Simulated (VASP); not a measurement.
Crystal: Ga.

```
Ga
1.0
     2.27648   -3.85587    0.00000
     2.27648    3.85587    0.00000
     0.00000    0.00000    4.55396
Ga
4
Direct
  0.34510 0.65490 0.41900
  0.15490 0.84510 0.91900
  0.65490 0.34510 0.58100
  0.84510 0.15490 0.08100
```

Base run:

* Program: VASP 6.6.1
* Functional: PBE
* Potentials or basis: VASP PAW PBE potentials, release 64 (Ga_d)
* Cutoff: 520 eV
* k mesh: 7 × 7 × 6
* Occupations: fermi-dirac, width 0.05 eV
* Spin: no spin polarisation

Its results: band gap on the k mesh zero (band 26 reaches 5.25 eV, above the bottom of band 27 at 3.99 eV); pressure 0.9 GPa; largest force 0.101 eV/Å.

Q: The run is repeated on the same cell with these changes: functional from PBE to PBEsol. What comes out?

A: Band gap on the k mesh zero (band 26 reaches 5.10 eV, above the bottom of band 27 at 3.82 eV); pressure -2.5 GPa; largest force 0.118 eV/Å.

PBEsol binds more tightly than PBE, so the same cell stands under less pressure.

Caveats: the PAW data sets were made with another functional, which shifts forces and pressure a little (some runs).
